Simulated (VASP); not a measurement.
Input of a VASP 6.6.1 run:

The input INCAR:

```
SYSTEM = MgIF
PREC     = Accurate       ! precision mode
ENCUT    = 520            ! plane-wave cutoff, eV
EDIFF    = 1E-6           ! SCF threshold, eV
ISMEAR   = -1             ! smearing method
SIGMA    = 0.1            ! smearing width, eV
LREAL    = .False.        ! projectors in reciprocal space
LASPH    = .True.         ! aspherical terms in the spheres
NELM     = 60             ! most SCF steps
ALGO     = Normal         ! electronic algorithm
ISIF     = 2              ! what is computed and relaxed
LWAVE    = .False.        ! write WAVECAR
LCHARG   = .False.        ! write CHGCAR
GGA      = PE             ! functional
NBANDS   = 25             ! bands
```

KPOINTS

```
Automatic mesh
0
Gamma
  7 7 3
  0 0 0
```

The input POSCAR:

```
MgIF
1.0
    3.9332680000      0.0000000000      0.0000000000
    0.0000000000      3.9332680000      0.0000000000
    0.0000000000      0.0000000000      8.1683950000
Mg I F
2 2 2
Direct
    0.2500000000      0.2500000000      0.1639200000
    0.7500000000      0.7500000000      0.8360800000
    0.2500000000      0.2500000000      0.6629700000
    0.7500000000      0.7500000000      0.3370300000
    0.7500000000      0.2500000000      0.0000000000
    0.2500000000      0.7500000000      0.0000000000
```

Potentials or basis: VASP PAW PBE potentials, release 64 (Mg, I, F).

Run with:

```console
$ cat potpaw_PBE.64/Mg/POTCAR potpaw_PBE.64/I/POTCAR potpaw_PBE.64/F/POTCAR > POTCAR
$ mpirun -np 1 vasp_std > vasp.out
```

Estimate the largest force.

1.504 eV/Å.

Predict the band gap on the k mesh.

2.30 eV, indirect (least direct gap 2.69 eV).

What does it give for the pressure?

-3.7 GPa.

Forces in eV/Å, atoms in the order of the input:
```
Mg   0.000  0.000 -1.504
Mg   0.000  0.000  1.504
I    0.000  0.000  0.228
I    0.000  0.000 -0.228
F    0.000  0.000  0.000
F    0.000  0.000  0.000
```

Caveat: spin-orbit coupling is left out, which moves the levels of the heavy elements; forces of over 1 eV/Å act on the atoms, so gaps and moduli don't describe the material at rest. A k mesh can miss the band edges.
